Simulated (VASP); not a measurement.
# NbC2 (P-6m2) in VASP: further runs, part 2 of 2

VASP 6.6.1. The steps go on from the part before.

## (5) Relaxation of cell and atoms, PBE

This run uses another cell than the first one, of 19.68 Å³/atom.

INCAR reads:

```
SYSTEM = NbC2
PREC     = Accurate       ! precision mode
ENCUT    = 600            ! plane-wave cutoff, eV
EDIFF    = 1E-7           ! SCF threshold, eV
ISMEAR   = 0              ! smearing method
SIGMA    = 0.1            ! smearing width, eV
LREAL    = .FALSE.        ! projectors in reciprocal space
LASPH    = .TRUE.         ! aspherical terms in the spheres
NELM     = 100            ! most SCF steps
ALGO     = Normal         ! electronic algorithm
ISIF     = 3              ! what is computed and relaxed
LWAVE    = .FALSE.        ! write WAVECAR
LCHARG   = .FALSE.        ! write CHGCAR
GGA      = PE             ! functional
IBRION   = 2              ! ionic algorithm
NSW      = 90             ! ionic steps
EDIFFG   = -0.04          ! ionic threshold
```

KPOINTS reads:

```
regular mesh
0
G
  6 6 4
  0 0 0
```

POSCAR reads:

```
NbC2
1.0
    3.4705172348      0.0000000000      0.0000000000
   -1.7352586174      3.0055560896      0.0000000000
    0.0000000000      0.0000000000      5.6597568739
Nb C
1 2
Direct
    0.3333333333      0.6666666667      0.0000000000
    0.6666666667      0.3333333333      0.8688035023
    0.6666666667      0.3333333333      0.1311964977
```

Command:

```sh
cat potpaw_PBE.64/Nb_sv/POTCAR potpaw_PBE.64/C/POTCAR > POTCAR
mpirun -np 1 vasp_std > vasp.out
```

It took 44 s on 1 thread of AMD EPYC 9R45 (Zen 5), shared host; peak memory 0.17 GiB.

It converged, with:

| Quantity | Value |
| --- | --- |
| Free energy | -25.5335 eV |
| Relaxed volume | 19.60 Å³/atom |
| Relaxed cell | a = 3.456 Å, b = 3.456 Å, c = 5.682 Å, α = 90.00°, β = 90.00°, γ = 120.00° |
| Space group after relaxing (to 0.1 Å) | P-6m2 (No. 187) |
| Energy gained by relaxing | 1.8 meV/atom |
| Ionic steps | 5 |
| Pressure after relaxing | 0.0 GPa |
| Largest force after relaxing | 0.007 eV/Å |
| Band gap on the k mesh | zero (an odd number of electrons rules out a gap without spin polarisation) |

Forces on the atoms (eV/Å):
```
Nb   0.000  0.000  0.000
C    0.000  0.000  0.007
C    0.000  0.000 -0.007
```

Step by step:
```tsv
step	energy change (eV)	largest force (eV/Å)	pressure (GPa)	volume (Å³)
1	0.0000	0.3800	-0.07	59.04
2	0.0032	0.5621	-1.03	58.96
3	-0.0048	0.0589	-0.53	59.00
4	-0.0045	0.0605	0.72	58.50
5	-0.0053	0.0069	0.01	58.79
```

Final structure:
```
Nb C
1.0
     3.45632    0.00000    0.00000
    -1.72816    2.99326    0.00000
     0.00000    0.00000    5.68209
Nb C
1 2
Direct
  0.33333 0.66667 0.00000
  0.66667 0.33333 0.86745
  0.66667 0.33333 0.13255
```

Levels at points of the mesh, in eV from the Fermi level:
| k point | band 9 | band 10 | band 11 | band 12 | band 13 | band 14 |
| --- | --- | --- | --- | --- | --- | --- |
| (0.00, 0.00, 0.00) | -3.57 | -0.46 | -0.46 | 2.87 | 5.48 | 5.48 |
| (0.50, 0.00, 0.00) | -1.85 | -1.62 | -0.14 | 1.38 | 1.63 | 3.23 |
| (0.00, 0.00, 0.50) | -3.14 | -0.47 | -0.47 | 2.88 | 5.02 | 5.45 |
| (0.50, 0.00, 0.50) | -1.63 | -1.56 | -0.32 | 1.47 | 1.75 | 3.24 |

## (6) Single point, PBE, collinear spin

INCAR reads:

```
SYSTEM = NbC2
ALGO = Normal
EDIFF = 1E-6
ENCUT = 520
GGA = PE
ISIF = 2
ISMEAR = 0
ISPIN = 2
LASPH = .True.
LCHARG = .False.
LMAXMIX = 4
LORBIT = 11
LREAL = .False.
LWAVE = .False.
MAGMOM = 1 0 0
NBANDS = 22
NELM = 150
PREC = Accurate
SIGMA = 0.1
```

KPOINTS reads:

```
k-points
0
Gamma
  6 6 4
  0 0 0
```

POSCAR reads:

```
NbC2
1.0
    3.4594439113      0.0000000000      0.0000000000
   -1.7297219557      2.9959663102      0.0000000000
    0.0000000000      0.0000000000      5.7295209795
Nb C
1 2
Direct
    0.3333333333      0.6666666667      0.0000000000
    0.6666666667      0.3333333333      0.8688462137
    0.6666666667      0.3333333333      0.1311537863
```

Potentials or basis: VASP PAW PBE potentials, release 64 (Nb_sv, C).

Command:

```sh
cat potpaw_PBE.64/Nb_sv/POTCAR potpaw_PBE.64/C/POTCAR > POTCAR
mpirun -np 1 vasp_std > vasp.out
```

OUTCAR:

```text
SYSTEM = NbC2
   EDIFF = 1E-6
   ENCUT = 520
   GGA = PE
   ISIF = 2
   ISMEAR = 0
   ISPIN = 2
   LASPH = .True.
   LORBIT = 11
   LREAL = .False.
   NELM = 150
   PREC = Accurate

 ion  position               nearest neighbor table
   1  0.333  0.667  0.000-   2 2.13   3 2.13   2 2.13   3 2.13   2 2.13   3 2.13
   2  0.667  0.333  0.869-   3 1.50   1 2.13   1 2.13   1 2.13
   3  0.667  0.333  0.131-   2 1.50   1 2.13   1 2.13   1 2.13

  LATTYP: Found a hexagonal cell.
 ALAT       =     3.4594439113
 C/A-ratio  =     1.6561971017

  Lattice vectors:

 A1 = (   3.4594439113,   0.0000000000,   0.0000000000)
 A2 = (  -1.7297219557,   2.9959663102,   0.0000000000)
 A3 = (   0.0000000000,   0.0000000000,   5.7295209795)

Analysis of symmetry for initial positions (statically):
=====================================================================
 Subroutine PRICEL returns:
 Original cell was already a primitive cell.

[... 1243 lines left out ...]
     21      15.2973      0.00000
     22      16.5848      0.00000

------------------------ aborting loop because EDIFF is reached ----------------------------------------

  FORCE on cell =-STRESS in cart. coord.  units (eV):
  Direction    XX          YY          ZZ          XY          YZ          ZX
  --------------------------------------------------------------------------------------
  -------------------------------------------------------------------------------------
  Total       -0.0598901     -0.0598901      0.1058828      0.0000000      0.0000000      0.0000000
  in kB       -1.6158616     -1.6158616      2.8567643      0.0000000      0.0000000      0.0000000
  external PRESSURE =      -0.1249863 kB  Pullay stress =       0.0000000 kB

 VOLUME and BASIS-vectors are now :
 -----------------------------------------------------------------------------
  energy-cutoff  :      520.00
  volume of cell :       59.38
      direct lattice vectors                 reciprocal lattice vectors
     3.459443911  0.000000000  0.000000000     0.289063799  0.166891062  0.000000000
    -1.729721956  2.995966310  0.000000000     0.000000000  0.333782125  0.000000000
     0.000000000  0.000000000  5.729520980     0.000000000  0.000000000  0.174534661

 POSITION                                       TOTAL-FORCE (eV/Angst)
 -----------------------------------------------------------------------------------
     -0.00000      1.99731      0.00000         0.000000      0.000000      0.000000
      1.72972      0.99866      4.97807        -0.000000     -0.000000     -0.053041
      1.72972      0.99866      0.75145        -0.000000     -0.000000      0.053041
 -----------------------------------------------------------------------------------
    total drift:                                0.000000     -0.000000     -0.000000

  FREE ENERGIE OF THE ION-ELECTRON SYSTEM (eV)
  ---------------------------------------------------
  free  energy   TOTEN  =       -25.5313334291 eV

  energy  without entropy=      -25.5303851979  energy(sigma->0) =      -25.53085931

 total charge

# of ion       s       p       d       tot
------------------------------------------
    1        2.173   6.041   2.521  10.736
    2        0.912   1.508   0.000   2.420
    3        0.912   1.508   0.000   2.420
--------------------------------------------------
tot          3.997   9.057   2.521  15.575

 magnetization (x)

# of ion       s       p       d       tot
------------------------------------------
    1       -0.000   0.000  -0.000  -0.000
    2        0.000   0.000   0.000   0.000
    3        0.000   0.000   0.000   0.000
--------------------------------------------------
tot         -0.000   0.000  -0.000  -0.000
```

stdout:

```text
POSCAR found type information on POSCAR NbC
 POSCAR found :  2 types and       3 ions
 scaLAPACK will be used
 LDA part: xc-table for (Slater+PW92), standard interpolation
 POSCAR, INCAR and KPOINTS ok, starting setup
 FFT: planning ... GRIDC
 FFT: planning ... GRID_SOFT
 FFT: planning ... GRID
 WAVECAR not read
 entering main loop
```

Run time: 31 s. Hardware: 1 thread of AMD EPYC 9R45 (Zen 5), shared host; peak memory 0.2 GiB.

Results:

* Free energy: -25.5313 eV
* Pressure: 0.0 GPa
* Largest force: 0.053 eV/Å
* Net moment: 0.00 μB per cell
* Valence electrons inside the program's atomic spheres: Nb 10.74; C 2.42

Forces on the atoms (eV/Å):
```
Nb   0.000  0.000  0.000
C    0.000  0.000 -0.053
C    0.000  0.000  0.053
```

Stress tensor (GPa, compression positive):
```
-0.16  0.00  0.00
 0.00 -0.16  0.00
 0.00  0.00  0.29
```

## (7) Overview

```csv
task,spin,cell,k mesh,cutoff (eV),gap on the mesh (eV),pressure (GPa),largest force (eV/Å)
single point,off,"a = 3.459, b = 3.459, c = 5.730 Å, angles 90.0, 90.0, 120.0°, 3 atoms, atomic positions A",6 × 6 × 4,520,none,0.0,0.05
single point,off,"a = 2.295, b = 2.295, c = 12.220 Å, angles 90.0, 90.0, 120.0°, 3 atoms, atomic positions B",12 × 12 × 2,520,none,-,17.66
single point,off,"a = 3.471, b = 3.471, c = 5.660 Å, angles 90.0, 90.0, 120.0°, 3 atoms, atomic positions A",12 × 12 × 2,520,none,0.1,0.08
relaxation of cell and atoms,off,"relaxed from a = 3.471, b = 3.471, c = 5.660 Å, angles 90.0, 90.0, 120.0°, 3 atoms, atomic positions A",6 × 6 × 4,600,none,0.0,0.01
single point,collinear,"a = 3.459, b = 3.459, c = 5.730 Å, angles 90.0, 90.0, 120.0°, 3 atoms, atomic positions A",6 × 6 × 4,520,none,0.0,0.05
```

Alike in all rows: level PBE; potentials or basis VASP PAW PBE potentials, release 64 (Nb_sv, C); smearing gaussian 0.1 eV.

Caveats: some runs use coarse meshes.

Absolute energies hang on the potentials; compare differences alone.
